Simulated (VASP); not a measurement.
A run of VASP 6.6.1 is set up as follows.

Contents of INCAR:

```
SYSTEM = HfO2
PREC = Accurate ; ENCUT = 520
EDIFF = 1E-6 ; ISMEAR = 0
SIGMA = 0.02 ; LREAL = .False.
LASPH = .True. ; NELM = 60
ALGO = Normal ; ISIF = 2
LWAVE = .False. ; LCHARG = .False.
GGA = CA ; NBANDS = 31
```

KPOINTS

```
regular mesh
0
Gamma
  6 6 8
  0 0 0
```

The input POSCAR:

```
HfO2
1.0
    4.7888991402      0.0000000000      0.0000000000
    0.0000000000      4.7888991402      0.0000000000
    0.0000000000      0.0000000000      3.1221022682
Hf O
2 4
Direct
    0.0000000000      0.0000000000      0.0000000000
    0.5000000000      0.5000000000      0.5000000000
    0.1964642221      0.8035357779      0.5000000000
    0.3035357779      0.3035357779      0.0000000000
    0.6964642221      0.6964642221      0.0000000000
    0.8035357779      0.1964642221      0.5000000000
```

Potentials or basis: VASP PAW LDA potentials, release 64 (Hf_pv, O).

The run is started by

```sh
$ cat potpaw_LDA.64/Hf_pv/POTCAR potpaw_LDA.64/O/POTCAR > POTCAR
$ mpirun -np 1 vasp_std > vasp.out
```

Task: Estimate the largest force.

Result: 0.048 eV/Å.

Task: What does it give for the pressure?

Result: 3.6 GPa.

Task: What does it give for the band gap on the k mesh?

Result: 3.82 eV.

Forces in eV/Å, atoms in the order of the input:
```
Hf   0.000  0.000  0.000
Hf   0.000  0.000  0.000
O   -0.034  0.034  0.000
O    0.034  0.034  0.000
O   -0.034 -0.034  0.000
O    0.034 -0.034  0.000
```

Caveat: the cell differs from its parent crystal (strain along c alone, the other axes held: -2.0 %, then relaxed in part); the stress differs along the axes, from 1 to 8 GPa; spin-orbit coupling is left out, which moves the levels of the heavy elements. A k mesh can miss the band edges.
